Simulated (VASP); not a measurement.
# Sb2Te4O (C2/m) in VASP: single point with PBE

Aim: the single point of Sb2Te4O with PBE.

Program: VASP 6.6.1. These are calculated values, not measurements. Logs are shortened: lines on timing, memory, paths and dates and some standing lists are left out, and cuts for length are marked.

## Step 1: The cell of the first run

It takes space group C2/m (No. 12, monoclinic). Conventional cell: a = 9.153 Å, b = 4.061 Å, c = 14.362 Å, α = 90.00°, β = 100.67°, γ = 90.00°. Sb (site symmetry m) has 1 O at 1.98 Å within 2.6 Å. Te (site symmetry m) has 2 Sb at 2.85 Å and 2 O at 3.72 Å within 3.8 Å. Te (site symmetry m) has 3 Te at 2.72 to 3.12 Å within 3.6 Å. Within 2.6 Å of O (site symmetry 2/m) lie 2 Sb at 1.98 Å.

## Step 2: Single point, PBE

INCAR reads:

```
ALGO = Normal
EDIFF = 1E-6
ENCUT = 520
GGA = PE
ISIF = 2
ISMEAR = 0
LASPH = T
LCHARG = F
LREAL = F
LWAVE = F
NBANDS = 29
NELM = 80
PREC = Accurate
SIGMA = 0.1
```

KPOINTS reads:

```
k-points
0
Gamma
  8 8 4
```

POSCAR reads:

```
Sb2Te4O
1.0
    4.5605914899     -2.0303178780     -0.3804962738
    4.5605914899      2.0303178780     -0.3804962738
   -5.2966568847      0.0000000000     14.6047005708
Sb Te O
2 4 1
Direct
    0.9059322007      0.9059322007      0.0939040460
    0.0940677993      0.0940677993      0.9060959540
    0.5983478575      0.5983478575      0.2178815174
    0.4016521425      0.4016521425      0.7821184826
    0.6637388453      0.6637388453      0.5395573311
    0.3362611547      0.3362611547      0.4604426689
    0.0000000000      0.0000000000      0.0000000000
```

Potentials or basis: VASP PAW PBE potentials, release 64 (Sb, Te, O).

On the command line:

```
$ cat potpaw_PBE.64/Sb/POTCAR potpaw_PBE.64/Te/POTCAR potpaw_PBE.64/O/POTCAR > POTCAR
$ mpirun -np 1 vasp_std > vasp.out
```

OUTCAR:

```text
EDIFF = 1E-6
   ENCUT = 520
   GGA = PE
   ISIF = 2
   ISMEAR = 0
   LASPH = T
   LREAL = F
   NELM = 80
   PREC = Accurate

 ion  position               nearest neighbor table
   1  0.906  0.906  0.094-   7 1.98   3 2.85   3 2.85   2 3.72   2 3.72
   2  0.094  0.094  0.906-   7 1.98   4 2.85   4 2.85   1 3.72   1 3.72
   3  0.598  0.598  0.218-   1 2.85   1 2.85
   4  0.402  0.402  0.782-   2 2.85   2 2.85
   5  0.664  0.664  0.540-   6 2.72   6 3.12   6 3.12
   6  0.336  0.336  0.460-   5 2.72   5 3.12   5 3.12
   7  0.000  0.000  0.000-   1 1.98   2 1.98

  Warning from LATTYP: Got some problem with cell dimensions!
  Tried to take original basis but could not verify dimensions!
  LATTYP: Found a base centered monoclinic cell.
 ALAT       =     9.1528732433
 B/A-ratio  =     0.4436460167
 C/A-ratio  =     1.5691559752
 COS(beta)  =    -0.1852270736

  Lattice vectors:

 A1 = (  -4.5605914899,   2.0303178780,   0.3804962738)
 A2 = (  -4.5605914899,  -2.0303178780,   0.3804962738)
 A3 = (   3.8245260951,   0.0000000000,  13.8437080232)

Analysis of symmetry for initial positions (statically):
=====================================================================
 Subroutine PRICEL returns:
 Original cell was already a primitive cell.

 Routine SETGRP: Setting up the symmetry group for a
 base centered monoclinic supercell.

 Subroutine GETGRP returns: Found  4 space group operations
 (whereof  4 operations were pure point group operations)
 out of a pool of  4 trial point group operations.

The static configuration has the point symmetry C_2h.

Analysis of symmetry for dynamics (positions and initial velocities):
=====================================================================
 Subroutine PRICEL returns:
 Original cell was already a primitive cell.

 Routine SETGRP: Setting up the symmetry group for a
 base centered monoclinic supercell.

 Subroutine GETGRP returns: Found  4 space group operations
 (whereof  4 operations were pure point group operations)
 out of a pool of  4 trial point group operations.

The dynamic configuration has the point symmetry C_2h.

 Subroutine INISYM returns: Found  4 space group operations
 (whereof  4 operations are pure point group operations),
 and found     1 'primitive' translations

----------------------------------------------------------------------------------------

                                     Primitive cell

  volume of cell :     262.2794

  direct lattice vectors                    reciprocal lattice vectors
     4.560591490 -2.030317878 -0.380496274     0.113055728 -0.246266856  0.041001690
     4.560591490  2.030317878 -0.380496274     0.113055728  0.246266856  0.041001690
    -5.296656885  0.000000000 14.604700571     0.005890882  0.000000000  0.070607540

  length of vectors
     5.006591938  5.006591938 15.535502982     0.274062220  0.274062220  0.070852856

  position of ions in fractional coordinates (direct lattice)
     0.905932201  0.905932201  0.093904046
     0.094067799  0.094067799  0.906095954
     0.598347858  0.598347858  0.217881517
     0.401652142  0.401652142  0.782118483
     0.663738845  0.663738845  0.539557331
     0.336261155  0.336261155  0.460442669
     0.000000000  0.000000000  0.000000000

  ion indices of the primitive-cell ions
   primitive index   ion index
                 1           1
                 2           2
                 3           3
                 4           4
                 5           5
                 6           6
                 7           7

----------------------------------------------------------------------------------------

 KPOINTS: k-points

Automatic generation of k-mesh.
 Grid dimensions read from file:
 generate k-points for:    8    8    4

 Generating k-lattice:

  Cartesian coordinates                     Fractional coordinates (reciprocal lattice)
     0.014131966 -0.030783357  0.005125211     0.125000000  0.000000000  0.000000000
     0.014131966  0.030783357  0.005125211     0.000000000  0.125000000  0.000000000
     0.001472720  0.000000000  0.017651885     0.000000000  0.000000000  0.250000000

  Length of vectors
     0.034257777  0.034257777  0.017713214

  Shift w.r.t. Gamma in fractional coordinates (k-lattice)
     0.000000000  0.000000000  0.000000000

 Subroutine IBZKPT returns following result:
 ===========================================

 Found     78 irreducible k-points:

 Following reciprocal coordinates:
            Coordinates               Weight
  0.000000  0.000000  0.000000      1.000000
  0.125000  0.000000  0.000000      4.000000
  0.250000  0.000000  0.000000      4.000000
  0.375000  0.000000 -0.000000      4.000000
  0.500000  0.000000  0.000000      2.000000
  0.125000  0.125000  0.000000      2.000000
[... 16 lines left out ...]
  0.125000  0.000000  0.250000      4.000000
  0.250000  0.000000  0.250000      4.000000
 [... further k-points ...]
   k-points           NKPTS =     78   k-points in BZ     NKDIM =     78   number of bands    NBANDS=     29
   number of dos      NEDOS =    301   number of ions     NIONS =      7
   total plane-waves  NPLWV = 192000
   dimension x,y,z NGX =    40 NGY =   40 NGZ =  120
   dimension x,y,z NGXF=    80 NGYF=   80 NGZF=  240
   ions per type =               2   4   1
   NGX,Y,Z   is equivalent  to a cutoff of  13.28, 13.28, 12.84 a.u.
   NGXF,Y,Z  is equivalent  to a cutoff of  26.56, 26.56, 25.68 a.u.
 SYSTEM =  unknown system
   PREC   = accura    normal or accurate (medium, high low for compatibility)
   ISTART =      0    job   : 0-new  1-cont  2-samecut
   ICHARG =      2    charge: 1-file 2-atom 10-const
   ISPIN  =      1    spin polarized calculation?
   LNONCOLLINEAR =      F non collinear calculations
   LSORBIT =      F    spin-orbit coupling
   LASPH  =      T    aspherical Exc in radial PAW
   ENCUT  =  520.0 eV  38.22 Ry    6.18 a.u.   9.31  9.31 28.89*2*pi/ulx,y,z
   NELM   =     80;   NELMIN=  2; NELMDL= -5     # of ELM steps
   EDIFF  = 0.1E-05   stopping-criterion for ELM
   LREAL  =      F    real-space projection
[... 7 lines left out ...]
   TEBEG  =    0.0;   TEEND  =   0.0 temperature during run
   PSTRESS=    0.0 pullay stress
   NELECT =      40.0000    total number of electrons
   NUPDOWN=      -1.0000    fix difference up-down
   EMIN   =  10.00;   EMAX   =-10.00  energy-range for DOS
   EFERMI =   0.00;   METHOD = LEGACY
   ISMEAR =     0;   SIGMA  =   0.10  broadening in eV -4-tet -1-fermi 0-gaus
   EFERMI_NEDOS =   21; number of points for ismear=-14 and -15
   IALGO  =     38    algorithm
   IMIX   =      4    mixing-type and parameters
     AMIX     =   0.40;   BMIX     =  1.00
     AMIX_MAG =   1.60;   BMIX_MAG =  1.00
  volume/ion in A,a.u.               =      37.47       252.85
  Fermi-wavevector in a.u.,A,eV,Ry     =   0.874662  1.652871 10.408908  0.765033
  Thomas-Fermi vector in A             =   1.994224
   LORBIT       =      0    0 simple, 1 ext, 2 COOP (PROOUT), +10 PAW based schemes
   GGA     = PE    functional components
   LHFCALC =     F    Hartree Fock is set to
   AEXX    =    0.0000 exact exchange contribution
   IVDW    =     0    specifies the selected vdW correction
   LEPSILON=     F    determine dielectric tensor
   LRPA    =     F    only Hartree local field effects (RPA)
 non-spin polarized calculation
 Gauss-broadening in eV      SIGMA  =   0.10
  energy-cutoff  :      520.00
  volume of cell :      262.28
 maximum number of plane-waves:      7095
 NGX is ok and might be reduce to    40
   NGX = 19   NGY = 19   NGZ = 57

 number of electron      40.0000001 magnetization

 Free energy of the ion-electron system (eV)
  ---------------------------------------------------
  ext. energy  EPLUGINS =         0.00000000
  ---------------------------------------------------
  free energy    TOTEN  =       -27.12511590 eV

  energy without entropy =      -27.11353141  energy(sigma->0) =      -27.11932365

 E-fermi :   3.5013     XC(G=0):  -7.9751

 val. band max:        3.4844513626   @ k =   0.2500   0.0000   0.2500
 cond. band min:       3.5108153112   @ k =   0.2500   0.0000   0.0000
 fundamental gap:      0.0263639485
 Fermi energy:         3.5013327040

 k-point     1 :       0.0000    0.0000    0.0000
  band No.  band energies     occupation
      1     -15.1842      2.00000
      2      -9.3856      2.00000
      3      -8.5237      2.00000
      4      -8.1371      2.00000
      5      -5.4806      2.00000
      6      -5.1166      2.00000
[... 21 lines left out ...]
     28       7.1341      0.00000
     29       8.3454      0.00000

 k-point     2 :       0.1250    0.0000    0.0000
  band No.  band energies     occupation
      1     -15.1756      2.00000
      2      -9.2777      2.00000
      3      -8.4051      2.00000
      4      -8.0232      2.00000
      5      -5.5549      2.00000
      6      -5.2521      2.00000
[... 21 lines left out ...]
     28       7.3028      0.00000
     29       8.6552      0.00000

 k-point     3 :       0.2500    0.0000    0.0000
  band No.  band energies     occupation
      1     -15.1549      2.00000
      2      -8.9781      2.00000
      3      -8.0607      2.00000
      4      -7.6999      2.00000
      5      -5.7842      2.00000
      6      -5.6285      2.00000
[... 21 lines left out ...]
     28       7.5522      0.00000
     29       9.0030      0.00000

 k-point     4 :       0.3750    0.0000   -0.0000
  band No.  band energies     occupation
      1     -15.1342      2.00000
      2      -8.5863      2.00000
      3      -7.5307      2.00000
      4      -7.2554      2.00000
      5      -6.1935      2.00000
      6      -6.1254      2.00000
[... 597 lines left out ...]
     28       7.1605      0.00000
     29       8.3864      0.00000

 k-point    23 :       0.1250    0.0000    0.2500
  band No.  band energies     occupation
      1     -15.1756      2.00000
      2      -9.2785      2.00000
      3      -8.3971      2.00000
      4      -8.0330      2.00000
      5      -5.4894      2.00000
      6      -5.3259      2.00000
[... 21 lines left out ...]
     28       7.3174      0.00000
     29       8.7101      0.00000

 k-point    24 :       0.2500    0.0000    0.2500
  band No.  band energies     occupation
      1     -15.1549      2.00000
      2      -8.9787      2.00000
      3      -8.0539      2.00000
      4      -7.7087      2.00000
      5      -5.7275      2.00000
      6      -5.6839      2.00000
[... 21 lines left out ...]
     28       7.5426      0.00000
     29       9.0744      0.00000

 [... further k-points ...]
[... 5 lines left out ...]
  --------------------------------------------------------------------------------------
  -------------------------------------------------------------------------------------
  Total        0.1139937      0.0093943      0.0932858      0.0000000      0.0000000      0.0017228
  in kB        0.6963498      0.0573867      0.5698522      0.0000000      0.0000000      0.0105238
  external PRESSURE =       0.4411962 kB  Pullay stress =       0.0000000 kB

 VOLUME and BASIS-vectors are now :
 -----------------------------------------------------------------------------
  energy-cutoff  :      520.00
  volume of cell :      262.28
      direct lattice vectors                 reciprocal lattice vectors
     4.560591490 -2.030317878 -0.380496274     0.113055728 -0.246266856  0.041001690
     4.560591490  2.030317878 -0.380496274     0.113055728  0.246266856  0.041001690
    -5.296656885  0.000000000 14.604700571     0.005890882  0.000000000  0.070607540

 POSITION                                       TOTAL-FORCE (eV/Angst)
 -----------------------------------------------------------------------------------
      7.76580      0.00000      0.68203        -0.056388      0.000000     -0.013652
     -3.94127      0.00000     13.16168         0.056388      0.000000      0.013652
      4.30360      0.00000      2.72676         0.024158      0.000000      0.031648
     -0.47907      0.00000     11.11695        -0.024158      0.000000     -0.031648
      3.19623      0.00000      7.37497         0.010301      0.000000      0.000615
      0.62829      0.00000      6.46874        -0.010301      0.000000     -0.000615
      0.00000      0.00000      0.00000         0.000000      0.000000      0.000000
 -----------------------------------------------------------------------------------
    total drift:                               -0.000000      0.000000     -0.000000

  FREE ENERGIE OF THE ION-ELECTRON SYSTEM (eV)
  ---------------------------------------------------
  free  energy   TOTEN  =       -27.1251158999 eV

  energy  without entropy=      -27.1135314053  energy(sigma->0) =      -27.11932365
```

Wall time 15 min (1 thread of Intel Xeon Platinum 8488C (Sapphire Rapids), shared host); peak memory 0.81 GiB.

What came out:

```yaml
Free_energy: -27.1251 eV
Pressure: 0.0 GPa
Largest_force: 0.058 eV/Å
Band_gap_on_the_k_mesh: zero (bands 20 and 21 overlap by 1.36 eV)
```

Forces in eV/Å, atoms in the order of the input:
```
Sb  -0.056  0.000 -0.014
Sb   0.056  0.000  0.014
Te   0.024  0.000  0.032
Te  -0.024  0.000 -0.032
Te   0.010  0.000  0.001
Te  -0.010  0.000 -0.001
O    0.000  0.000  0.000
```

Levels at points of the mesh, in eV from the Fermi level:
```
           k point  band 17  band 18  band 19  band 20  band 21  band 22  band 23  band 24
(0.00, 0.00, 0.00)    -1.04    -0.79    -0.67    -0.59    -0.13     0.91     1.65     1.93
(0.50, 0.00, 0.00)    -1.50    -1.50    -0.95    -0.82     1.05     1.16     1.64     1.87
(0.50, 0.50, 0.00)    -1.31    -1.06    -1.03     0.95     1.19     1.78     1.93     2.41
(0.00, 0.00, 0.50)    -1.03    -0.98    -0.81    -0.14    -0.12     0.80     1.61     1.95
(0.50, 0.00, 0.50)    -1.75    -1.38    -1.05    -0.74     0.65     1.57     1.77     1.90
(0.50, 0.50, 0.50)    -1.33    -1.09    -0.91     0.73     1.45     1.67     1.78     2.27
```

Caveat: spin-orbit coupling is left out, which moves the levels of the heavy elements; this functional lacks dispersion, which binds layers or chains, so the pressure and a relaxed spacing across them are unreliable.

The gap in the log of VASP goes by the Fermi energy; the results here count the filled bands.